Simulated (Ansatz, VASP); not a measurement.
## Y2Ir in VASP and in Ansatz

```
Y Ir
1.0
     4.06210    0.00000    0.00000
    -2.03105    3.51788    0.00000
     0.00000    0.00000    4.38599
Y Ir
2 1
Direct
  0.33333 0.66667 0.50000
  0.66667 0.33333 0.50000
  0.00000 0.00000 0.00000
```

Alike in both runs: task relaxation of cell and atoms; functional PBE; k mesh 6 × 6 × 4; occupations gaussian, width 0.1 eV; no spin polarisation.

|  | VASP | Ansatz |
| --- | --- | --- |
| version | VASP 6.6.1 | Ansatz 0.2.0 |
| potentials or method | VASP PAW PBE potentials, release 64 (Y_sv, Ir), cutoff 600 eV | scalar-relativistic, plane waves, PAW |
| valence electrons in the cell | 31 | 39 |

|  | VASP | Ansatz | Ansatz less VASP |
| --- | --- | --- | --- |
| gap on the k mesh at the Fermi level, each at its own relaxed structure (eV) | none | none | - |
| relaxed volume (Å³/atom) | 21.25 | 21.24 | -0.017 |
| relaxed length of the cell vector where the two differ most in proportion (Å) | 4.873 | 4.870 | -0.0029 |

A gap of «none» marks a metal or a gap that the smearing closes. VASP's potentials hold 31 valence electrons a cell and Ansatz's 39, so a difference there can come from the potentials and not from the codes.

Neither program's run includes spin-orbit coupling.
